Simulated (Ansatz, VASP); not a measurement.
## Two plane-wave programs on Sn

```xyz
2
Lattice="0.0000 3.3281 3.3281 3.5029 0.0000 3.3281 3.5029 3.3281 0.0000" Properties=species:S:1:pos:R:3 pbc="T T T"
Sn    3.5029    3.3281    3.3281
Sn    5.2543    4.9922    4.9922
```

Change from the starting cell: strain +0.0525 x Voigt [1, 0, 0, 0, 0, 0], atoms carried along.

Alike in both runs: task single point; functional PBE; k mesh 16 × 16 × 16; occupations gaussian, width 0.15 eV; no spin polarisation.

```csv
,VASP,Ansatz
version,VASP 6.6.1,Ansatz 0.2.0
potentials or method,"VASP PAW PBE potentials, release 64 (Sn_d), cutoff 520 eV","scalar-relativistic, plane waves, PAW"
valence electrons in the cell,28,28
```

Ansatz gave:

| Property | Result |
| --- | --- |
| gap on the k mesh at the Fermi level (eV) | none |
| pressure (GPa) | -1.6 |
| traceless stress, the component that is largest in VASP (GPa) | -1.01 |

Task: Estimate VASP's values.

Result: gap on the k mesh at the Fermi level (eV): none; pressure (GPa): -1.7; traceless stress, the component that is largest in VASP (GPa): -1.01.

A gap of «none» marks a metal or a gap that the smearing closes. With one functional, cell and mesh, what is left measures potentials, basis and numerics.
